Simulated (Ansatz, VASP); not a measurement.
Given: the input of a run of VASP 6.6.1 on Al2Cu.

Contents of INCAR:

```
PREC = Accurate ; ENCUT = 520
EDIFF = 1E-6 ; ISMEAR = -1
SIGMA = 0.05 ; LREAL = F
LASPH = T ; NELM = 60
ALGO = Normal ; ISIF = 2
LWAVE = F ; LCHARG = F
GGA = PS ; NBANDS = 26
```

Contents of KPOINTS:

```
Automatic mesh
0
Gamma
  7 7 7
```

File POSCAR:

```
Al2Cu
1.0
   -3.0131403261      3.0131403261      2.4221337351
    3.0131403261     -3.0131403261      2.4221337351
    3.0131403261      3.0131403261     -2.4221337351
Cu Al
2 4
Direct
    0.2500000000      0.2500000000      0.0000000000
    0.7500000000      0.7500000000      0.0000000000
    0.3419000000      0.1581000000      0.5000000000
    0.8419000000      0.3419000000      0.1838000000
    0.6581000000      0.8419000000      0.5000000000
    0.1581000000      0.6581000000      0.8162000000
```

Potentials or basis: VASP PAW PBE potentials, release 64 (Cu, Al).

Command:

```console
$ cat potpaw_PBE.64/Cu/POTCAR potpaw_PBE.64/Al/POTCAR > POTCAR
$ mpirun -np 1 vasp_std > vasp.out
```

**Question.** Set up the same calculation for Ansatz 0.2.0. Potentials there: all-electron LAPW, scalar-relativistic.

**Answer.** As run (the cutoff follows the program's own potentials):

Contents of input.yaml:

```yaml
crystal:
  lattice:
    - [-3.0131403261, 3.0131403261, 2.4221337351]
    - [3.0131403261, -3.0131403261, 2.4221337351]
    - [3.0131403261, 3.0131403261, -2.4221337351]
  atoms:
    - { symbol: Cu, position: [0.25, 0.25, 0.0] }
    - { symbol: Cu, position: [0.75, 0.75, 0.0] }
    - { symbol: Al, position: [0.3419, 0.1581, 0.5] }
    - { symbol: Al, position: [0.8419, 0.3419, 0.1838] }
    - { symbol: Al, position: [0.6581, 0.8419, 0.5] }
    - { symbol: Al, position: [0.1581, 0.6581, 0.8162] }
kpoints:
  mp_grid: { grid: [7, 7, 7] }
scf:
  occupations: { method: fermi_dirac, width: 0.05 }
hamiltonian:
  xc: pbesol
  pseudopotentials: { kind: all_electron, lapw: { basis_error: 0.001 } }
output:
  forces: true
  stress: true
  eigenvalues: true
```

Potentials or basis: all-electron LAPW, scalar-relativistic.

The run is started by

```bash
$ ansatz run input.yaml --threads 4 --pin off --max-ram 12288MiB --backend cpu --events-out ev --progress --plain --runs-dir out
```

Both were run:

|  | VASP | Ansatz | Ansatz less VASP |
| --- | --- | --- | --- |
| gap on the k mesh at the Fermi level (eV) | none | none | - |
| pressure (GPa) | -1.3 | -1.5 | -0.22 |
| traceless stress, the component that is largest in VASP (GPa) | 0.20 | 0.20 | 0.000 |
| rms of the force components (eV/Å) | 0.026 | 0.028 | +0.0014 |

VASP's potentials were made for PBE, not for PBEsol. Atom by atom the forces differ by 0.001 eV/Å (rms over components). A gap of «none» marks a metal or a gap that the smearing closes. Ansatz ran all-electron here, and VASP with PAW potentials.
